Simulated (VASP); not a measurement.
# ZnO (P6_3mc) in VASP: further runs

Runs on ZnO. Level: PBE. Tasks: single point.

All numbers are computed with VASP 6.6.1; they aren't measurements. Logs are shortened: lines on timing, memory, paths and dates and some standing lists are left out, and cuts for length are marked.

## (1) The cell of the first run

The structure is hexagonal, space group P6_3mc (No. 186). The conventional cell has a = 3.411 Å, b = 3.411 Å, c = 5.166 Å, α = 90.00°, β = 90.00°, γ = 120.00°. Within 2.7 Å of Zn (site symmetry 3m) lie 4 O at 2.01 to 2.05 Å. Within 2.7 Å of O (site symmetry 3m) lie 4 Zn at 2.01 to 2.05 Å.

## (2) Single point, PBE (biaxial strain in the a-b plane: +4.0 %)

File INCAR:

```
SYSTEM = ZnO
PREC = Accurate
ENCUT = 520
EDIFF = 1E-7
ISMEAR = 0
SIGMA = 0.02
LREAL = .False.
LASPH = .True.
NELM = 60
ALGO = Normal
ISIF = 2
LWAVE = .False.
LCHARG = .False.
GGA = PE
NBANDS = 26
```

File KPOINTS:

```
regular mesh
0
Gamma
  12 12 6
  0 0 0
```

File POSCAR:

```
ZnO
1.0
    3.4105663851      0.0000000000      0.0000000000
   -1.7052831925      2.9536371308      0.0000000000
    0.0000000000      0.0000000000      5.1661956046
Zn O
2 2
Direct
    0.6666666667      0.3333333333      0.4959344690
    0.3333333333      0.6666666667     -0.0040655310
    0.6666666667      0.3333333333      0.8843755310
    0.3333333333      0.6666666667      0.3843755310
```

Potentials or basis: VASP PAW PBE potentials, release 64 (Zn, O).

Launch:

```
$ cat potpaw_PBE.64/Zn/POTCAR potpaw_PBE.64/O/POTCAR > POTCAR
$ mpirun -np 1 vasp_std > vasp.out
```

OUTCAR:

```text
SYSTEM = ZnO
   PREC = Accurate
   ENCUT = 520
   EDIFF = 1E-7
   ISMEAR = 0
   LREAL = .False.
   LASPH = .True.
   NELM = 60
   ISIF = 2
   GGA = PE

 ion  position               nearest neighbor table
   1  0.667  0.333  0.496-   3 2.01   4 2.05   4 2.05   4 2.05
   2  0.333  0.667  0.996-   4 2.01   3 2.05   3 2.05   3 2.05
   3  0.667  0.333  0.884-   1 2.01   2 2.05   2 2.05   2 2.05
   4  0.333  0.667  0.384-   2 2.01   1 2.05   1 2.05   1 2.05

  LATTYP: Found a hexagonal cell.
 ALAT       =     3.4105663851
 C/A-ratio  =     1.5147617789

  Lattice vectors:

 A1 = (   3.4105663851,   0.0000000000,   0.0000000000)
 A2 = (  -1.7052831925,   2.9536371308,   0.0000000000)
 A3 = (   0.0000000000,   0.0000000000,   5.1661956046)

Analysis of symmetry for initial positions (statically):
=====================================================================
 Subroutine PRICEL returns:
 Original cell was already a primitive cell.

 Routine SETGRP: Setting up the symmetry group for a
 hexagonal supercell.

 Subroutine GETGRP returns: Found 12 space group operations
 (whereof  6 operations were pure point group operations)
 out of a pool of 24 trial point group operations.

The static configuration has the point symmetry C_3v.
 The point group associated with its full space group is C_6v.

Analysis of symmetry for dynamics (positions and initial velocities):
=====================================================================
 Subroutine PRICEL returns:
 Original cell was already a primitive cell.

 Routine SETGRP: Setting up the symmetry group for a
 hexagonal supercell.

 Subroutine GETGRP returns: Found 12 space group operations
 (whereof  6 operations were pure point group operations)
 out of a pool of 24 trial point group operations.

The dynamic configuration has the point symmetry C_3v.
 The point group associated with its full space group is C_6v.

 Subroutine INISYM returns: Found 12 space group operations
 (whereof  6 operations are pure point group operations),
 and found     1 'primitive' translations

----------------------------------------------------------------------------------------

                                     Primitive cell
[... 90 lines left out ...]
   LNONCOLLINEAR =      F non collinear calculations
   LSORBIT =      F    spin-orbit coupling
   LASPH  =      T    aspherical Exc in radial PAW
   ENCUT  =  520.0 eV  38.22 Ry    6.18 a.u.   6.34  6.34  9.61*2*pi/ulx,y,z
   NELM   =     60;   NELMIN=  2; NELMDL= -5     # of ELM steps
   EDIFF  = 0.1E-06   stopping-criterion for ELM
   LREAL  =      F    real-space projection
   EDIFFG = 0.1E-05   stopping-criterion for IOM
   NSW    =      0    number of steps for IOM
   IBRION =     -1    ionic relax: 0-MD 1-quasi-New 2-CG
   NFREE  =      0    steps in history (QN), initial steepest desc. (CG)
   ISIF   =      2    stress and relaxation
   ISYM   =      2    0-nonsym 1-usesym 2-fastsym
   POTIM  = 0.5000    time-step for ionic-motion
   TEBEG  =    0.0;   TEEND  =   0.0 temperature during run
   PSTRESS=    0.0 pullay stress
   NELECT =      36.0000    total number of electrons
   NUPDOWN=      -1.0000    fix difference up-down
   EMIN   =  10.00;   EMAX   =-10.00  energy-range for DOS
   EFERMI =   0.00;   METHOD = LEGACY
   ISMEAR =     0;   SIGMA  =   0.02  broadening in eV -4-tet -1-fermi 0-gaus
   EFERMI_NEDOS =   21; number of points for ismear=-14 and -15
   IALGO  =     38    algorithm
   IMIX   =      4    mixing-type and parameters
     AMIX     =   0.40;   BMIX     =  1.00
     AMIX_MAG =   1.60;   BMIX_MAG =  1.00
  volume/ion in A,a.u.               =      13.01        87.80
  Fermi-wavevector in a.u.,A,eV,Ry     =   1.447852  2.736044 28.521558  2.096275
  Thomas-Fermi vector in A             =   2.565760
   LORBIT       =      0    0 simple, 1 ext, 2 COOP (PROOUT), +10 PAW based schemes
   GGA     = PE    functional components
   LHFCALC =     F    Hartree Fock is set to
   AEXX    =    0.0000 exact exchange contribution
   IVDW    =     0    specifies the selected vdW correction
   LEPSILON=     F    determine dielectric tensor
   LRPA    =     F    only Hartree local field effects (RPA)
 non-spin polarized calculation
 Gauss-broadening in eV      SIGMA  =   0.02
  energy-cutoff  :      520.00
  volume of cell :       52.04
 maximum number of plane-waves:      1421
 NGX is ok and might be reduce to    28

 number of electron      36.0000012 magnetization

 Free energy of the ion-electron system (eV)
  ---------------------------------------------------
  ext. energy  EPLUGINS =         0.00000000
  ---------------------------------------------------
  free energy    TOTEN  =       -17.77205108 eV

  energy without entropy =      -17.77205108  energy(sigma->0) =      -17.77205108

 E-fermi :   0.5432     XC(G=0): -10.4420

 val. band max:        0.4002042264   @ k =   0.0000   0.0000   0.0000
 cond. band min:       1.0931899166   @ k =   0.0000   0.0000   0.0000
 fundamental gap:      0.6929856902
 Fermi energy:         0.5432026401

 k-point     1 :       0.0000    0.0000    0.0000
  band No.  band energies     occupation
      1     -16.9711      2.00000
      2     -16.2978      2.00000
      3      -4.8715      2.00000
      4      -4.8715      2.00000
      5      -4.7563      2.00000
      6      -4.7136      2.00000
[... 685 lines left out ...]
     25      13.1619      0.00000
     26      13.6159      0.00000

 [... further k-points ...]

------------------------ aborting loop because EDIFF is reached ----------------------------------------

  FORCE on cell =-STRESS in cart. coord.  units (eV):
  Direction    XX          YY          ZZ          XY          YZ          ZX
  --------------------------------------------------------------------------------------
  -------------------------------------------------------------------------------------
  Total       -2.6483952     -2.6483952     -0.0744456     -0.0000000      0.0000000      0.0000000
  in kB      -81.5340265    -81.5340265     -2.2918976     -0.0000000      0.0000000      0.0000000
  external PRESSURE =     -55.1199835 kB  Pullay stress =       0.0000000 kB

 VOLUME and BASIS-vectors are now :
 -----------------------------------------------------------------------------
  energy-cutoff  :      520.00
  volume of cell :       52.04
      direct lattice vectors                 reciprocal lattice vectors
     3.410566385  0.000000000  0.000000000     0.293206432  0.169282812  0.000000000
    -1.705283193  2.953637131  0.000000000     0.000000000  0.338565625  0.000000000
     0.000000000  0.000000000  5.166195605     0.000000000  0.000000000  0.193566035

 POSITION                                       TOTAL-FORCE (eV/Angst)
 -----------------------------------------------------------------------------------
      1.70528      0.98455      2.56209         0.000000      0.000000     -0.142152
     -0.00000      1.96909      5.14519        -0.000000     -0.000000     -0.142152
      1.70528      0.98455      4.56886        -0.000000     -0.000000      0.142152
     -0.00000      1.96909      1.98576        -0.000000     -0.000000      0.142152
 -----------------------------------------------------------------------------------
    total drift:                               -0.000000     -0.000000     -0.003636

  FREE ENERGIE OF THE ION-ELECTRON SYSTEM (eV)
  ---------------------------------------------------
  free  energy   TOTEN  =       -17.7720510754 eV

  energy  without entropy=      -17.7720510754  energy(sigma->0) =      -17.77205108
```

stdout:

```text
POSCAR found type information on POSCAR ZnO
 POSCAR found :  2 types and       4 ions
 scaLAPACK will be used
 LDA part: xc-table for (Slater+PW92), standard interpolation
 POSCAR, INCAR and KPOINTS ok, starting setup
 FFT: planning ... GRIDC
 FFT: planning ... GRID_SOFT
 FFT: planning ... GRID
 WAVECAR not read
 entering main loop
```

Wall time 3.9 min (1 thread of Intel Xeon 8259CL, shared host); peak memory 0.23 GiB.

Results:

* Free energy: -17.7721 eV
* Pressure: -5.5 GPa
* Largest force: 0.142 eV/Å
* Band gap on the k mesh: 0.69 eV

Forces on the atoms (eV/Å):
```
Zn   0.000  0.000 -0.142
Zn   0.000  0.000 -0.142
O    0.000  0.000  0.142
O    0.000  0.000  0.142
```

Caveat: the cell differs from its parent crystal (biaxial strain in the a-b plane: +4.0 %); the cell stands under tension.

## (3) Single point, PBE (biaxial strain in the a-b plane: +6.0 %)

File INCAR:

```
SYSTEM = ZnO
ALGO = Normal
EDIFF = 1E-6
ENCUT = 520
GGA = PE
ISIF = 2
ISMEAR = 0
LASPH = .TRUE.
LCHARG = .TRUE.
LELF = .TRUE.
LREAL = .FALSE.
LVHAR = .TRUE.
LWAVE = .FALSE.
NBANDS = 26
NELM = 80
PREC = Accurate
SIGMA = 0.02
```

File KPOINTS:

```
k-points
0
G
  12 12 6
  0 0 0
```

File POSCAR:

```
ZnO
1.0
    3.4761542002      0.0000000000      0.0000000000
   -1.7380771001      3.0104378448      0.0000000000
    0.0000000000      0.0000000000      5.1026768062
Zn O
2 2
Direct
    0.6666666667      0.3333333333      0.4910614658
    0.3333333333      0.6666666667     -0.0089385342
    0.6666666667      0.3333333333      0.8892485342
    0.3333333333      0.6666666667      0.3892485342
```

Potentials or basis: VASP PAW PBE potentials, release 64 (Zn, O).

Launch:

```
$ cat potpaw_PBE.64/Zn/POTCAR potpaw_PBE.64/O/POTCAR > POTCAR
$ mpirun -np 1 vasp_std > vasp.out
```

Wall time 3.2 min (1 thread of Intel Xeon 8259CL, shared host); peak memory 0.23 GiB.

It converged, with:

| Property | Result |
| --- | --- |
| Free energy | -17.6643 eV |
| Pressure | -8.3 GPa |
| Largest force | 0.040 eV/Å |
| Band gap on the k mesh | 0.66 eV |

Forces in eV/Å, atoms in the order of the input:
```
Zn   0.000  0.000 -0.040
Zn   0.000  0.000 -0.040
O    0.000  0.000  0.040
O    0.000  0.000  0.040
```

Stress tensor (GPa, compression positive):
```
-11.36   0.00   0.00
  0.00 -11.36   0.00
  0.00   0.00  -2.19
```

Levels at points of the mesh, in eV from the valence-band top:
| k point | band 14 | band 15 | band 16 | band 17 | band 18 | band 19 | band 20 | band 21 | band 22 | band 23 |
| --- | --- | --- | --- | --- | --- | --- | --- | --- | --- | --- |
| (0.00, 0.00, 0.00) | -0.75 | -0.75 | -0.01 | -0.01 | 0.00 | 0.66 | 4.53 | 8.59 | 11.63 | 11.63 |
| (0.50, 0.00, 0.00) | -3.14 | -2.34 | -2.05 | -0.96 | -0.72 | 5.19 | 6.61 | 7.31 | 8.19 | 10.59 |
| (0.00, 0.00, 0.50) | -1.96 | -0.37 | -0.37 | -0.37 | -0.37 | 3.35 | 3.35 | 10.18 | 10.18 | 11.85 |
| (0.50, 0.00, 0.50) | -3.44 | -1.34 | -1.34 | -0.80 | -0.80 | 5.64 | 5.64 | 7.74 | 7.74 | 10.89 |

Caveat: the cell differs from its parent crystal (biaxial strain in the a-b plane: +6.0 %); the cell stands under tension.

## (4) Single point, PBE

This run uses another cell than the first one: it holds 16 atoms, not 4.

File INCAR:

```
PREC = Accurate ; ENCUT = 520
EDIFF = 1E-7 ; ISMEAR = 0
SIGMA = 0.1 ; LREAL = Auto
LASPH = T ; NELM = 60
ALGO = Normal ; ISIF = 2
LWAVE = F ; LCHARG = F
GGA = PE ; NBANDS = 86
```

File KPOINTS:

```
Automatic mesh
0
Gamma
  6 6 6
```

File POSCAR:

```
ZnO
1.0
    0.0000000000      0.0000000000      5.2932331633
    6.5587815506     -0.0000000001      0.0000000000
   -3.2793907752      5.6800714407      0.0000000000
Zn O
8 8
Direct
    0.5006044115      0.3333333333      0.1666666667
    0.5006044115      0.3333333333      0.6666666667
    0.5006044115      0.8333333333      0.1666666667
    0.5006044115      0.8333333333      0.6666666667
    0.0006044115      0.1666666667      0.3333333333
    0.0006044115      0.1666666667      0.8333333333
    0.0006044115      0.6666666667      0.3333333333
    0.0006044115      0.6666666667      0.8333333333
    0.8797055885      0.3333333333      0.1666666667
    0.8797055885      0.3333333333      0.6666666667
    0.8797055885      0.8333333333      0.1666666667
    0.8797055885      0.8333333333      0.6666666667
    0.3797055885      0.1666666667      0.3333333333
    0.3797055885      0.1666666667      0.8333333333
    0.3797055885      0.6666666667      0.3333333333
    0.3797055885      0.6666666667      0.8333333333
```

Launch:

```
$ cat potpaw_PBE.64/Zn/POTCAR potpaw_PBE.64/O/POTCAR > POTCAR
$ mpirun -np 1 vasp_std > vasp.out
```

Wall time 24 min (1 thread of Intel Xeon Platinum 8175M at 2.50GHz (Skylake/Cascade Lake), shared host); peak memory 0.47 GiB.

The run converged. Its results:

```yaml
Free_energy: -71.4497 eV
Pressure: 0.9 GPa
Band_gap_on_the_k_mesh: 0.73 eV
```

Levels at points of the mesh, in eV from the valence-band top:
```csv
k point,band 70,band 71,band 72,band 73,band 74,band 75
"(0.00, 0.00, 0.00)",-0.08,0.00,0.00,0.73,5.09,5.62
"(0.50, 0.00, 0.00)",-0.37,-0.37,-0.37,3.36,3.36,5.64
"(0.00, 0.50, 0.00)",-0.48,-0.38,-0.38,3.17,3.17,5.73
"(0.50, 0.50, 0.00)",-0.88,-0.88,-0.88,4.67,4.67,4.67
```

## (5) Summary

```tsv
cell	k mesh	smearing	gap on the mesh (eV)	pressure (GPa)	largest force (eV/Å)
a = 3.411, b = 3.411, c = 5.166 Å, angles 90.0, 90.0, 120.0°, 4 atoms, atomic positions A	12 × 12 × 6	gaussian 0.02 eV	0.69	-5.5	0.14
a = 3.476, b = 3.476, c = 5.103 Å, angles 90.0, 90.0, 120.0°, 4 atoms, atomic positions B	12 × 12 × 6	gaussian 0.02 eV	0.66	-8.3	0.04
a = 5.293, b = 6.559, c = 6.559 Å, angles 120.0, 90.0, 90.0°, 16 atoms, atomic positions C	6 × 6 × 6	gaussian 0.1 eV	0.73	0.9	-
```

Alike in all rows: task single point; level PBE; potentials or basis VASP PAW PBE potentials, release 64 (Zn, O); no spin polarisation; cutoff (eV) 520.

Caveats: the cell stands under tension (at least some runs).

Total energies depend on the potentials used, so only differences within one code and one set of settings carry meaning.
